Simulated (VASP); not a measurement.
Ge, 2 atoms in the cell. Symmetry: I4_1/amd, No. 141, tetragonal system. The conventional cell has a = 5.149 Å, b = 5.149 Å, c = 2.795 Å, α = 90.00°, β = 90.00°, γ = 90.00°. Within 3.5 Å of Ge (site symmetry -4m2) lie 10 Ge at 2.67 to 3.32 Å. 

- Program: VASP 6.6.1
- Task: single point
- Functional: PBEsol
- Potentials or basis: VASP PAW PBE potentials, release 64 (Ge_d)
- Cutoff: 520 eV
- k mesh: 13 × 13 × 13
- Occupations: gaussian, width 0.1 eV
- Spin: no spin polarisation
- Dipole correction: no
- Further INCAR settings: ALGO = Normal; EDIFF = 1e-06; NBANDS = 21

Potentials or basis: VASP PAW PBE potentials, release 64 (Ge_d).

Command:

```console
$ cat potpaw_PBE.64/Ge_d/POTCAR > POTCAR
$ mpirun -np 1 vasp_std > vasp.out
```

Hardware: 1 thread of Intel(R) Xeon(R) Platinum 8481C CPU @ 2.70GHz (Sapphire Rapids), with other jobs on the host.

Problem. Estimate the wall time of this run.

Solution. Run time: 53 s on 1 thread of Intel(R) Xeon(R) Platinum 8481C CPU @ 2.70GHz (Sapphire Rapids), on a shared host, peak memory 0.25 GiB. Counts: scf iterations 10, k points 196.
